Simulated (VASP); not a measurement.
Input of a VASP 6.6.1 run:

Contents of INCAR:

```
SYSTEM = Ge
PREC = Accurate
ENCUT = 520
EDIFF = 1E-7
ISMEAR = 1
SIGMA = 0.05
LREAL = .False.
LASPH = .True.
NELM = 100
ALGO = Normal
ISIF = 2
LWAVE = .False.
LCHARG = .False.
GGA = PS
NBANDS = 13
```

The input KPOINTS:

```
regular mesh
0
Gamma
  16 16 16
  0 0 0
```

The input POSCAR:

```
Ge
1.0
    2.6679411905      0.0000000000      0.0000000000
    0.0000000000      2.6679411905      0.0000000000
    0.0000000000      0.0000000000      2.6679411905
Ge
1
Direct
    0.0000000000      0.0000000000      0.0000000000
```

Potentials or basis: VASP PAW PBE potentials, release 64 (Ge_d).

Launch:

```console
$ cat potpaw_PBE.64/Ge_d/POTCAR > POTCAR
$ mpirun -np 1 vasp_std > vasp.out
```

**Question.** Predict the band gap on the k mesh.

**Answer.** Zero (bands 7 and 8 overlap by 9.51 eV).

**Question.** Estimate the pressure.

**Answer.** -0.1 GPa.

Caveat: the PAW data sets were made with another functional, which shifts forces and pressure a little.
